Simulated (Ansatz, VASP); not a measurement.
## Two plane-wave programs on Sn3O2

```
CELL_PARAMETERS angstrom
1.72097 0.99360 10.11325
-1.72097 0.99360 10.11325
0.00000 -1.98720 10.11325
ATOMIC_POSITIONS crystal
Sn 0.00000 0.00000 0.00000
Sn 0.21359 0.21359 0.21359
Sn 0.78641 0.78641 0.78641
O 0.42105 0.42105 0.42105
O 0.57895 0.57895 0.57895
```

Alike in both runs: functional PBE; k mesh 6 × 6 × 6; occupations gaussian, width 0.1 eV; no spin polarisation.

Ansatz relaxed the structure, and its values are those at the end. VASP's run is a single point on that final structure, the one shown.

|  | VASP | Ansatz |
| --- | --- | --- |
| version | VASP 6.6.1 | Ansatz 0.2.0 |
| potentials or method | VASP PAW PBE potentials, release 64 (Sn_d, O), cutoff 520 eV | scalar-relativistic, plane waves, PAW |
| valence electrons in the cell | 54 | 54 |

VASP gave:

- gap on the k mesh at the Fermi level (eV): none
- pressure (GPa): 0.5
- rms of the force components (eV/Å): 0.015

Problem. Which values does Ansatz return?

Solution. gap on the k mesh at the Fermi level (eV): none; pressure (GPa): 0.4; rms of the force components (eV/Å): 0.010.

A gap of «none» marks a metal or a gap that the smearing closes.
